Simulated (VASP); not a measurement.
# Hg (I4/mmm) in VASP: further runs

Hg is run at these levels: PBEsol; tasks: single point.

All numbers are computed with VASP 6.6.1; they aren't measurements. Logs are shortened: lines on timing, memory, paths and dates and some standing lists are left out, and cuts for length are marked.

## (1) The cell of the first run

It takes space group I4/mmm (No. 139, tetragonal). The conventional cell has a = 3.856 Å, b = 3.856 Å, c = 3.303 Å, α = 90.00°, β = 90.00°, γ = 90.00°. Within 4.2 Å of Hg (site symmetry 4/mmm) lie 14 Hg at 3.19 to 3.86 Å.

## (2) Single point, PBEsol (biaxial strain in the a-b plane: +2.0 %)

INCAR

```
PREC = Accurate ; ENCUT = 520
EDIFF = 1E-6 ; ISMEAR = 0
SIGMA = 0.1 ; LREAL = False
LASPH = True ; NELM = 80
ALGO = Fast ; ISIF = 2
LWAVE = False ; LCHARG = False
GGA = PS ; NBANDS = 19
```

KPOINTS

```
Automatic mesh
0
Gamma
  12 12 12
```

POSCAR

```
Hg
1.0
    3.8563671944      0.0000000000      0.0000000000
    0.0000000000      3.8563671944      0.0000000000
    0.0000000000      0.0000000000      3.3026460467
Hg
2
Direct
    0.0000000000      0.0000000000      0.0000000000
    0.5000000000      0.5000000000      0.5000000000
```

Potentials or basis: VASP PAW PBE potentials, release 64 (Hg).

The run is started by

```console
> cat potpaw_PBE.64/Hg/POTCAR > POTCAR
> mpirun -np 1 vasp_std > vasp.out
```

OUTCAR:

```text
PREC = Accurate
   ENCUT = 520
   EDIFF = 1E-6
   ISMEAR = 0
   LREAL = False
   LASPH = True
   NELM = 80
   ISIF = 2
   GGA = PS

 ion  position               nearest neighbor table
   1  0.000  0.000  0.000-   2 3.19   2 3.19   2 3.19   2 3.19   2 3.19   2 3.19   2 3.19   2 3.19

   2  0.500  0.500  0.500-   1 3.19   1 3.19   1 3.19   1 3.19   1 3.19   1 3.19   1 3.19   1 3.19

  LATTYP: Found a simple tetragonal cell.
 ALAT       =     3.8563671944
 C/A-ratio  =     0.8564137905

  Lattice vectors:

 A1 = (   3.8563671944,   0.0000000000,   0.0000000000)
 A2 = (   0.0000000000,   3.8563671944,   0.0000000000)
 A3 = (   0.0000000000,   0.0000000000,   3.3026460467)

Analysis of symmetry for initial positions (statically):
=====================================================================
 Subroutine PRICEL returns following result:

  LATTYP: Found a body centered tetragonal cell.
 ALAT       =     3.8563671944
 C/A-ratio  =     0.8564137905

  Lattice vectors:

 A1 = (  -1.9281835972,  -1.9281835972,  -1.6513230234)
 A2 = (   1.9281835972,   1.9281835972,  -1.6513230234)
 A3 = (   1.9281835972,  -1.9281835972,   1.6513230234)

   2 primitive cells build up your supercell.

 Routine SETGRP: Setting up the symmetry group for a
 simple tetragonal supercell.

 Subroutine GETGRP returns: Found 16 space group operations
 (whereof 16 operations were pure point group operations)
 out of a pool of 16 trial point group operations.

The static configuration has the point symmetry D_4h.

Analysis of symmetry for dynamics (positions and initial velocities):
=====================================================================
 Subroutine PRICEL returns following result:

  LATTYP: Found a body centered tetragonal cell.
 ALAT       =     3.8563671944
 C/A-ratio  =     0.8564137905

  Lattice vectors:

 A1 = (  -1.9281835972,  -1.9281835972,  -1.6513230234)
 A2 = (   1.9281835972,   1.9281835972,  -1.6513230234)
 A3 = (   1.9281835972,  -1.9281835972,   1.6513230234)

   2 primitive cells build up your supercell.

 Routine SETGRP: Setting up the symmetry group for a
 simple tetragonal supercell.

[... 93 lines left out ...]
   PREC   = accura    normal or accurate (medium, high low for compatibility)
   ISTART =      0    job   : 0-new  1-cont  2-samecut
   ICHARG =      2    charge: 1-file 2-atom 10-const
   ISPIN  =      1    spin polarized calculation?
   LNONCOLLINEAR =      F non collinear calculations
   LSORBIT =      F    spin-orbit coupling
   LASPH  =      T    aspherical Exc in radial PAW
   ENCUT  =  520.0 eV  38.22 Ry    6.18 a.u.   7.17  7.17  6.14*2*pi/ulx,y,z
   NELM   =     80;   NELMIN=  2; NELMDL= -5     # of ELM steps
   EDIFF  = 0.1E-05   stopping-criterion for ELM
   LREAL  =      F    real-space projection
   EDIFFG = 0.1E-04   stopping-criterion for IOM
   NSW    =      0    number of steps for IOM
   IBRION =     -1    ionic relax: 0-MD 1-quasi-New 2-CG
   NFREE  =      0    steps in history (QN), initial steepest desc. (CG)
   ISIF   =      2    stress and relaxation
   ISYM   =      2    0-nonsym 1-usesym 2-fastsym
   POTIM  = 0.5000    time-step for ionic-motion
   TEBEG  =    0.0;   TEEND  =   0.0 temperature during run
   PSTRESS=    0.0 pullay stress
   NELECT =      24.0000    total number of electrons
   NUPDOWN=      -1.0000    fix difference up-down
   EMIN   =  10.00;   EMAX   =-10.00  energy-range for DOS
   EFERMI =   0.00;   METHOD = LEGACY
   ISMEAR =     0;   SIGMA  =   0.10  broadening in eV -4-tet -1-fermi 0-gaus
   EFERMI_NEDOS =   21; number of points for ismear=-14 and -15
   IALGO  =     68    algorithm
   IMIX   =      4    mixing-type and parameters
     AMIX     =   0.40;   BMIX     =  1.00
     AMIX_MAG =   1.60;   BMIX_MAG =  1.00
  volume/ion in A,a.u.               =      24.56       165.72
  Fermi-wavevector in a.u.,A,eV,Ry     =   1.289453  2.436714 22.622271  1.662690
  Thomas-Fermi vector in A             =   2.421345
   LORBIT       =      0    0 simple, 1 ext, 2 COOP (PROOUT), +10 PAW based schemes
   GGA     = PS    functional components
   LHFCALC =     F    Hartree Fock is set to
   AEXX    =    0.0000 exact exchange contribution
   IVDW    =     0    specifies the selected vdW correction
   LEPSILON=     F    determine dielectric tensor
   LRPA    =     F    only Hartree local field effects (RPA)
 non-spin polarized calculation
 RMM-DIIS sequential band-by-band and
 Gauss-broadening in eV      SIGMA  =   0.10
  energy-cutoff  :      520.00
  volume of cell :       49.12
 maximum number of plane-waves:      1344
 NGX is ok and might be reduce to    30
   NGX = 15   NGY = 15   NGZ = 13

 number of electron      23.9999996 magnetization

 Free energy of the ion-electron system (eV)
  ---------------------------------------------------
  ext. energy  EPLUGINS =         0.00000000
  ---------------------------------------------------
  free energy    TOTEN  =        -1.10806680 eV

  energy without entropy =       -1.10595863  energy(sigma->0) =       -1.10701271

 E-fermi :   2.0877     XC(G=0): -10.8294

 val. band max:        2.0555086389   @ k =   0.1667   0.1667   0.1667
 cond. band min:       2.0942349687   @ k =   0.4167   0.3333   0.0833
 fundamental gap:      0.0387263297
 Fermi energy:         2.0877178155

 k-point     1 :       0.0000    0.0000    0.0000
  band No.  band energies     occupation
      1      -6.5407      2.00000
      2      -5.4598      2.00000
      3      -5.3510      2.00000
      4      -4.9550      2.00000
      5      -4.4893      2.00000
      6      -4.4893      2.00000
[... 505 lines left out ...]
      6      -4.3498      2.00000
[... 11 lines left out ...]
     18      14.6019      0.00000
     19      17.0418      0.00000

 [... further k-points ...]

------------------------ aborting loop because EDIFF is reached ----------------------------------------

  FORCE on cell =-STRESS in cart. coord.  units (eV):
  Direction    XX          YY          ZZ          XY          YZ          ZX
  --------------------------------------------------------------------------------------
  -------------------------------------------------------------------------------------
  Total       -0.2620586     -0.2620586     -0.0930794      0.0000000     -0.0000000     -0.0000000
  in kB       -8.5485056     -8.5485056     -3.0363053      0.0000000     -0.0000000     -0.0000000
  external PRESSURE =      -6.7111055 kB  Pullay stress =       0.0000000 kB

 VOLUME and BASIS-vectors are now :
 -----------------------------------------------------------------------------
  energy-cutoff  :      520.00
  volume of cell :       49.12
      direct lattice vectors                 reciprocal lattice vectors
     3.856367194  0.000000000  0.000000000     0.259311406  0.000000000  0.000000000
     0.000000000  3.856367194  0.000000000     0.000000000  0.259311406  0.000000000
     0.000000000  0.000000000  3.302646047     0.000000000  0.000000000  0.302787518

 POSITION                                       TOTAL-FORCE (eV/Angst)
 -----------------------------------------------------------------------------------
      0.00000      0.00000      0.00000        -0.000000     -0.000000      0.000000
      1.92818      1.92818      1.65132         0.000000      0.000000     -0.000000
 -----------------------------------------------------------------------------------
    total drift:                                0.000000      0.000000      0.000000

  FREE ENERGIE OF THE ION-ELECTRON SYSTEM (eV)
  ---------------------------------------------------
  free  energy   TOTEN  =        -1.1080667953 eV

  energy  without entropy=       -1.1059586331  energy(sigma->0) =       -1.10701271
```

OSZICAR:

```text
N       E                     dE             d eps       ncg     rms          rms(c)
DAV:   1     0.181204890950E+03    0.18120E+03   -0.12562E+04  7520   0.122E+03
DAV:   2     0.298495742734E+01   -0.17822E+03   -0.16922E+03  7739   0.315E+02
DAV:   3    -0.119401218648E+01   -0.41790E+01   -0.41671E+01  8448   0.535E+01
DAV:   4    -0.120046899500E+01   -0.64568E-02   -0.64562E-02  8140   0.207E+00
DAV:   5    -0.120047850516E+01   -0.95102E-05   -0.95100E-05  8259   0.773E-02    0.454E+00
RMM:   6    -0.111578881429E+01    0.84690E-01   -0.17721E-01  7484   0.351E+00    0.354E+00
RMM:   7    -0.110867174283E+01    0.71171E-02   -0.24255E-02  7747   0.101E+00    0.163E+00
RMM:   8    -0.110803629476E+01    0.63545E-03   -0.26812E-03  7816   0.648E-01    0.838E-02
RMM:   9    -0.110805650152E+01   -0.20207E-04   -0.18599E-04  8112   0.117E-01    0.354E-02
RMM:  10    -0.110806761230E+01   -0.11111E-04   -0.47022E-05  7890   0.823E-02    0.119E-02
RMM:  11    -0.110806679532E+01    0.81698E-06   -0.49247E-06  7375   0.195E-02
   1 F= -.11080668E+01 E0= -.11070127E+01  d E =-.210816E-02
```

It took 3.4 min on 1 thread of Oxide Virtual Turin-like, shared host; peak memory 0.23 GiB.

What came out:

```yaml
Free_energy: -1.1081 eV
Pressure: -0.7 GPa
Band_gap_on_the_k_mesh: zero (band 12 reaches 4.61 eV, above the bottom of band 13 at 0.60 eV)
```

Stress tensor (GPa, compression positive):
```
-0.85  0.00  0.00
 0.00 -0.85  0.00
 0.00  0.00 -0.30
```

Levels at points of the mesh, in eV from the Fermi level:
```
           k point  band 9  band 10  band 11  band 12  band 13  band 14  band 15  band 16
(0.00, 0.00, 0.00)   -5.54    -5.54    -5.40     2.53     2.85     2.85     6.61     8.99
(0.50, 0.00, 0.00)   -6.07    -6.07    -4.99    -4.99     7.10     7.10     7.47     7.47
(0.50, 0.50, 0.00)   -5.41    -5.41    -1.85    -1.85    -1.49    -1.49    11.51    11.51
(0.00, 0.00, 0.50)   -6.23    -6.23    -3.68    -3.68     6.56     6.56     8.24     8.24
(0.50, 0.00, 0.50)   -5.38    -5.38    -0.86    -0.86    -0.72    -0.72     8.69     8.69
(0.50, 0.50, 0.50)   -5.75    -5.75    -0.42    -0.42     2.89     2.89     3.95     3.95
```

Caveat: the cell differs from its parent crystal (biaxial strain in the a-b plane: +2.0 %); the PAW data sets were made with another functional, which shifts forces and pressure a little; spin-orbit coupling is left out, which moves the levels of the heavy elements.

## (3) Single point, PBEsol (biaxial strain in the a-b plane: +3.0 %)

INCAR

```
PREC = Accurate
ENCUT = 520
EDIFF = 1E-6
ISMEAR = 0
SIGMA = 0.1
LREAL = F
LASPH = T
NELM = 80
ALGO = Fast
ISIF = 2
LWAVE = F
LCHARG = F
GGA = PS
NBANDS = 19
```

KPOINTS is that of step 2.

POSCAR

```
Hg
1.0
    3.8941747159      0.0000000000      0.0000000000
    0.0000000000      3.8941747159      0.0000000000
    0.0000000000      0.0000000000      3.2825894918
Hg
2
Direct
    0.0000000000      0.0000000000      0.0000000000
    0.5000000000      0.5000000000      0.5000000000
```

Potentials or basis: VASP PAW PBE potentials, release 64 (Hg).

The run is started by

```console
> cat potpaw_PBE.64/Hg/POTCAR > POTCAR
> mpirun -np 1 vasp_std > vasp.out
```

Wall time 50 s (1 thread of Oxide Virtual Turin-like, shared host); peak memory 0.23 GiB.

The run converged. Its results:

```
Free energy            : -1.1029 eV
Pressure               : -1.0 GPa
Band gap on the k mesh : zero (band 12 reaches 4.32 eV, above the bottom of band 13 at 0.52 eV)
```

Stress tensor (GPa, compression positive):
```
-1.24  0.00  0.00
 0.00 -1.24  0.00
 0.00  0.00 -0.61
```

Levels at points of the mesh, in eV from the Fermi level:
```tsv
k point	band 8	band 9	band 10	band 11	band 12	band 13	band 14	band 15	band 16	band 17
(0.00, 0.00, 0.00)	-5.76	-5.52	-5.52	-5.38	2.34	2.76	2.76	6.89	8.84	12.19
(0.50, 0.00, 0.00)	-6.15	-6.02	-6.02	-4.98	-4.98	6.92	6.92	7.31	7.31	10.81
(0.50, 0.50, 0.00)	-6.03	-5.41	-5.41	-1.93	-1.93	-1.45	-1.45	11.67	11.67	12.37
(0.00, 0.00, 0.50)	-6.45	-6.19	-6.19	-3.55	-3.55	6.38	6.38	8.16	8.16	8.16
(0.50, 0.00, 0.50)	-5.56	-5.38	-5.38	-0.77	-0.77	-0.68	-0.68	8.58	8.58	9.23
(0.50, 0.50, 0.50)	-5.98	-5.71	-5.71	-0.39	-0.39	2.82	2.82	3.99	3.99	3.99
```

Caveat: the cell differs from its parent crystal (biaxial strain in the a-b plane: +3.0 %); the PAW data sets were made with another functional, which shifts forces and pressure a little; spin-orbit coupling is left out, which moves the levels of the heavy elements.
